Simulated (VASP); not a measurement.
# RbCu2 (Fm-3m) in VASP: relaxation of cell and atoms with PBE

Aim: the relaxation of cell and atoms of RbCu2 with PBE.

Program: VASP 6.6.1. These are calculated values, not measurements. Logs are shortened: lines on timing, memory, paths and dates and some standing lists are left out, and cuts for length are marked.

## Step 1: The cell of the first run

Symmetry: Fm-3m, No. 225, cubic system. Conventional cell: a = 7.589 Å, b = 7.589 Å, c = 7.589 Å, α = 90.00°, β = 90.00°, γ = 90.00°. Within 4.3 Å of Rb (site symmetry m-3m) lie 8 Cu at 3.29 Å. Cu (site symmetry -43m) has 4 Rb at 3.29 Å and 6 Cu at 3.79 Å within 4.3 Å.

## Step 2: Relaxation of cell and atoms, PBE

INCAR

```
SYSTEM = RbCu2
PREC = Accurate
ENCUT = 600
EDIFF = 1E-7
ISMEAR = 0
SIGMA = 0.1
LREAL = .FALSE.
LASPH = .TRUE.
NELM = 60
ALGO = Fast
ISIF = 3
LWAVE = .FALSE.
LCHARG = .FALSE.
GGA = PE
IBRION = 2
NSW = 100
EDIFFG = -0.01
```

KPOINTS

```
Automatic mesh
0
G
  10 10 10
  0 0 0
```

POSCAR

```
RbCu2
1.0
    0.0000000000      3.7947206386      3.7947206386
    3.7947206386      0.0000000000      3.7947206386
    3.7947206386      3.7947206386      0.0000000000
Rb Cu
1 2
Direct
    0.0000000000      0.0000000000      0.0000000000
    0.2500000000      0.2500000000      0.2500000000
    0.7500000000      0.7500000000      0.7500000000
```

Potentials or basis: VASP PAW PBE potentials, release 64 (Rb_sv, Cu).

Command:

```sh
cat potpaw_PBE.64/Rb_sv/POTCAR potpaw_PBE.64/Cu/POTCAR > POTCAR
mpirun -np 1 vasp_std > vasp.out
```

OUTCAR:

```text
SYSTEM = RbCu2
   PREC = Accurate
   ENCUT = 600
   EDIFF = 1E-7
   ISMEAR = 0
   LREAL = .FALSE.
   LASPH = .TRUE.
   NELM = 60
   ISIF = 3
   GGA = PE
   IBRION = 2
   NSW = 100
   EDIFFG = -0.01

 ion  position               nearest neighbor table
   1  0.000  0.000  0.000-   2 3.29   3 3.29   3 3.29   3 3.29   3 3.29   2 3.29   2 3.29   2 3.29

   2  0.250  0.250  0.250-   1 3.29   1 3.29   1 3.29   1 3.29
   3  0.750  0.750  0.750-   1 3.29   1 3.29   1 3.29   1 3.29

  LATTYP: Found a face centered cubic cell.
 ALAT       =     7.5894412772

  Lattice vectors:

 A1 = (   0.0000000000,   3.7947206386,   3.7947206386)
 A2 = (   3.7947206386,   0.0000000000,   3.7947206386)
 A3 = (   3.7947206386,   3.7947206386,   0.0000000000)

Analysis of symmetry for initial positions (statically):
=====================================================================
 Subroutine PRICEL returns:
 Original cell was already a primitive cell.

 Routine SETGRP: Setting up the symmetry group for a
 face centered cubic supercell.

 Subroutine GETGRP returns: Found 48 space group operations
 (whereof 48 operations were pure point group operations)
 out of a pool of 48 trial point group operations.

The static configuration has the point symmetry O_h .

Analysis of symmetry for dynamics (positions and initial velocities):
=====================================================================
 Subroutine PRICEL returns:
 Original cell was already a primitive cell.

 Routine SETGRP: Setting up the symmetry group for a
 face centered cubic supercell.

 Subroutine GETGRP returns: Found 48 space group operations
 (whereof 48 operations were pure point group operations)
 out of a pool of 48 trial point group operations.

The dynamic configuration has the point symmetry O_h .

 Subroutine INISYM returns: Found 48 space group operations
 (whereof 48 operations are pure point group operations),
 and found     1 'primitive' translations

----------------------------------------------------------------------------------------

                                     Primitive cell

  volume of cell :     109.2872

  direct lattice vectors                    reciprocal lattice vectors
     0.000000000  3.794720639  3.794720639    -0.131762005  0.131762005  0.131762005
     3.794720639  0.000000000  3.794720639     0.131762005 -0.131762005  0.131762005
     3.794720639  3.794720639  0.000000000     0.131762005  0.131762005 -0.131762005

  length of vectors
[... 96 lines left out ...]
   NUPDOWN=      -1.0000    fix difference up-down
   EMIN   =  10.00;   EMAX   =-10.00  energy-range for DOS
   EFERMI =   0.00;   METHOD = LEGACY
   ISMEAR =     0;   SIGMA  =   0.10  broadening in eV -4-tet -1-fermi 0-gaus
   EFERMI_NEDOS =   21; number of points for ismear=-14 and -15
   IALGO  =     68    algorithm
   IMIX   =      4    mixing-type and parameters
     AMIX     =   0.40;   BMIX     =  1.00
     AMIX_MAG =   1.60;   BMIX_MAG =  1.00
  volume/ion in A,a.u.               =      36.43       245.84
  Fermi-wavevector in a.u.,A,eV,Ry     =   1.075653  2.032690 15.742345  1.157030
  Thomas-Fermi vector in A             =   2.211516
   LORBIT       =      0    0 simple, 1 ext, 2 COOP (PROOUT), +10 PAW based schemes
   GGA     = PE    functional components
   LHFCALC =     F    Hartree Fock is set to
   AEXX    =    0.0000 exact exchange contribution
   IVDW    =     0    specifies the selected vdW correction
   LEPSILON=     F    determine dielectric tensor
   LRPA    =     F    only Hartree local field effects (RPA)
 conjugate gradient relaxation of ions
 non-spin polarized calculation
 RMM-DIIS sequential band-by-band and
 Gauss-broadening in eV      SIGMA  =   0.10
  energy-cutoff  :      600.00
  volume of cell :      109.29
 maximum number of plane-waves:      3695
 NGX is ok and might be reduce to    48
   NGX = 21   NGY = 21   NGZ = 21

--------------------------------------- Ionic step        1  -------------------------------------------

 number of electron      30.9999985 magnetization

 Free energy of the ion-electron system (eV)
  ---------------------------------------------------
  ext. energy  EPLUGINS =         0.00000000
  ---------------------------------------------------
  free energy    TOTEN  =        -4.72346684 eV

  energy without entropy =       -4.71179915  energy(sigma->0) =       -4.71763299

------------------------ aborting loop because EDIFF is reached ----------------------------------------

  FORCE on cell =-STRESS in cart. coord.  units (eV):
  Direction    XX          YY          ZZ          XY          YZ          ZX
  --------------------------------------------------------------------------------------
  -------------------------------------------------------------------------------------
  Total        0.1538845      0.1538845      0.1538845     -0.0000000     -0.0000000     -0.0000000
  in kB        2.2559842      2.2559842      2.2559842     -0.0000000     -0.0000000     -0.0000000
  external PRESSURE =       2.2559842 kB  Pullay stress =       0.0000000 kB
[... 61 lines left out ...]
--------------------------------------- Ionic step        3  -------------------------------------------

 number of electron      31.0000003 magnetization

 Free energy of the ion-electron system (eV)
  ---------------------------------------------------
  ext. energy  EPLUGINS =         0.00000000
  ---------------------------------------------------
  free energy    TOTEN  =        -4.72594649 eV

  energy without entropy =       -4.71425040  energy(sigma->0) =       -4.72009845

 E-fermi :  -0.1396     XC(G=0):  -7.3546

 val. band max:       -0.1686386204   @ k =  -0.3000   0.2000   0.0000
 cond. band min:      -0.1347259561   @ k =   0.5000   0.3000   0.0000
 fundamental gap:      0.0339126643
 Fermi energy:        -0.1395953499

 k-point     1 :       0.0000    0.0000    0.0000
  band No.  band energies     occupation
      1     -26.7127      2.00000
      2     -10.8675      2.00000
      3     -10.8675      2.00000
      4     -10.8675      2.00000
      5      -3.0131      2.00000
      6      -1.4236      2.00000
[... 505 lines left out ...]
      6      -1.3735      2.00000
[... 11 lines left out ...]
     18       2.8410      0.00000
     19       2.8526      0.00000

 [... further k-points ...]

------------------------ aborting loop because EDIFF is reached ----------------------------------------

  FORCE on cell =-STRESS in cart. coord.  units (eV):
  Direction    XX          YY          ZZ          XY          YZ          ZX
  --------------------------------------------------------------------------------------
  -------------------------------------------------------------------------------------
  Total       -0.0039554     -0.0039554     -0.0039554     -0.0000000      0.0000000      0.0000000
  in kB       -0.0562993     -0.0562993     -0.0562993     -0.0000000      0.0000000      0.0000000
  external PRESSURE =      -0.0562993 kB  Pullay stress =       0.0000000 kB
[... 18 lines left out ...]
  FREE ENERGIE OF THE ION-ELECTRON SYSTEM (eV)
  ---------------------------------------------------
  free  energy   TOTEN  =        -4.7259464941 eV

  energy  without entropy=       -4.7142503967  energy(sigma->0) =       -4.72009845

 reached required accuracy - stopping structural energy minimisation
```

OSZICAR:

```text
N       E                     dE             d eps       ncg     rms          rms(c)
DAV:   1     0.249264333268E+03    0.24926E+03   -0.14057E+04  1786   0.192E+03
DAV:   2     0.163722979302E+02   -0.23289E+03   -0.22400E+03  2154   0.350E+02
DAV:   3    -0.380562405349E+01   -0.20178E+02   -0.19027E+02  2272   0.125E+02
[... 70 lines left out ...]
RMM:  18    -0.472594608357E+01   -0.98471E-06   -0.92542E-06  2082   0.115E-02    0.441E-03
RMM:  19    -0.472594621631E+01   -0.13275E-06   -0.31382E-06  1845   0.102E-02    0.275E-03
RMM:  20    -0.472594625700E+01   -0.40690E-07   -0.19085E-06  1931   0.113E-02    0.466E-04
RMM:  21    -0.472594640150E+01   -0.14450E-06   -0.15014E-06  1645   0.506E-03    0.205E-04
RMM:  22    -0.472594649414E+01   -0.92638E-07   -0.93422E-07  1499   0.425E-03
   3 F= -.47259465E+01 E0= -.47200984E+01  d E =-.247965E-02
```

Run time: 31 min. Hardware: 1 thread of Intel Xeon 8259CL, shared host; peak memory 0.4 GiB.

Results:

```
Free energy                           : -4.7259 eV
Relaxed volume                        : 37.52 Å³/atom
Relaxed cell                          : a = 5.420 Å, b = 5.420 Å, c = 5.420 Å, α = 60.00°, β = 60.00°, γ = 60.00°
Space group after relaxing (to 0.1 Å) : Fm-3m (No. 225)
Energy gained by relaxing             : 0.8 meV/atom
Ionic steps                           : 3
Pressure after relaxing               : 0.0 GPa
Band gap on the k mesh                : zero (an odd number of electrons rules out a gap without spin polarisation)
```

The path:
```
step  energy change (eV)  largest force (eV/Å)  pressure (GPa)  volume (Å³)
   1              0.0000                0.0000            0.23       109.29
   2             -0.0011                0.0000            0.17       110.10
   3             -0.0025                0.0000           -0.01       112.56
```

Final structure:
```cif
data_structure
_symmetry_space_group_name_H-M 'P 1'
_symmetry_Int_Tables_number 1
_cell_length_a 5.4197
_cell_length_b 5.4197
_cell_length_c 5.4197
_cell_angle_alpha 60.000
_cell_angle_beta 60.000
_cell_angle_gamma 60.000
_cell_volume 112.56
loop_
_atom_site_label
_atom_site_type_symbol
_atom_site_fract_x
_atom_site_fract_y
_atom_site_fract_z
_atom_site_occupancy
Rb1 Rb 0.00000 0.00000 0.00000 1
Cu1 Cu 0.25000 0.25000 0.25000 1
Cu2 Cu 0.75000 0.75000 0.75000 1
```

The gap in the log of VASP goes by the Fermi energy; the results here count the filled bands.